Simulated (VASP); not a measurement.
Input of a VASP 6.6.1 run:

POSCAR

```
MgB2
1.0
    3.0791347150      0.0000000000      0.0000000000
   -1.5395673575      2.6666088849      0.0000000000
    0.0000000000      0.0000000000      3.4839069501
Mg B
1 2
Direct
    0.0000000000      0.0000000000      0.0000000000
    0.3333333333      0.6666666667      0.5000000000
    0.6666666667      0.3333333333      0.5000000000
```

The input INCAR.step1:

```
SYSTEM = MgB2
  ALGO = Normal
  EDIFF = 1E-5
  ENCUT = 920
  GGA = PE
  GGA_COMPAT = .FALSE.
  ISMEAR = 0
  LASPH = .TRUE.
  LCHARG = .FALSE.
  LREAL = .FALSE.
  LWAVE = .TRUE.
  NBANDS = 15
  NELM = 120
  PREC = Accurate
  SIGMA = 0.05
```

INCAR.step2

```
SYSTEM = MgB2
  ALGO = Normal
  EDIFF = 1E-6
  ENCUT = 920
  GGA_COMPAT = .FALSE.
  ISIF = 2
  ISMEAR = 0
  ISTART = 1
  LASPH = .TRUE.
  LCHARG = .TRUE.
  LELF = .TRUE.
  LMIXTAU = .TRUE.
  LREAL = .FALSE.
  LVHAR = .TRUE.
  LWAVE = .FALSE.
  METAGGA = R2SCAN
  NBANDS = 15
  NELM = 120
  PREC = Accurate
  SIGMA = 0.05
```

The input KPOINTS:

```
k-points
0
G
  8 8 6
  0 0 0
```

Potentials or basis: VASP PAW PBE potentials, release 64 (Mg_sv, B).

Launch:

```sh
$ cat potpaw_PBE.64/Mg_sv/POTCAR potpaw_PBE.64/B/POTCAR > POTCAR
$ cp INCAR.step1 INCAR
$ mpirun -np 1 vasp_std > vasp.out
$ cp INCAR.step2 INCAR
$ mpirun -np 1 vasp_std > vasp.out
```

(1) What does it give for the pressure?

(2) Estimate the band gap on the k mesh.

Results:

(1) 0.1 GPa.

(2) zero (bands 8 and 9 overlap by 2.74 eV).

Caveat: the PAW data sets were made with another functional, which shifts forces and pressure a little.
